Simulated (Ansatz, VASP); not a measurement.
## One calculation of LiCl, two programs

```
CELL_PARAMETERS angstrom
3.92488 0.00000 0.00000
-1.96244 3.39905 0.00000
0.00000 0.00000 6.35716
ATOMIC_POSITIONS crystal
Li 0.66667 0.33333 0.87602
Li 0.33333 0.66667 0.37602
Cl 0.66667 0.33333 0.49898
Cl 0.33333 0.66667 0.99898
```

Alike in both runs: task single point; functional PBE; k mesh 9 × 9 × 6; occupations gaussian, width 0.05 eV; no spin polarisation.

|  | VASP | Ansatz |
| --- | --- | --- |
| version | VASP 6.6.1 | Ansatz 0.2.0 |
| potentials or method | VASP PAW PBE potentials, release 64 (Li_sv, Cl), cutoff 520 eV | scalar-relativistic, plane waves, PAW |
| valence electrons in the cell | 20 | 20 |

```csv
,VASP,Ansatz,Ansatz less VASP
gap on the k mesh at the Fermi level (eV),5.94,5.94,-0.006
rms of the force components (eV/Å),0.009,0.009,+0.0001
```

Atom by atom the forces differ by 0.000 eV/Å (rms over components). The functional is the same, so the differences come from potentials, cutoffs and numerics.

Noted on VASP's run: the cutoff is short for stress, so the pressure is rough.
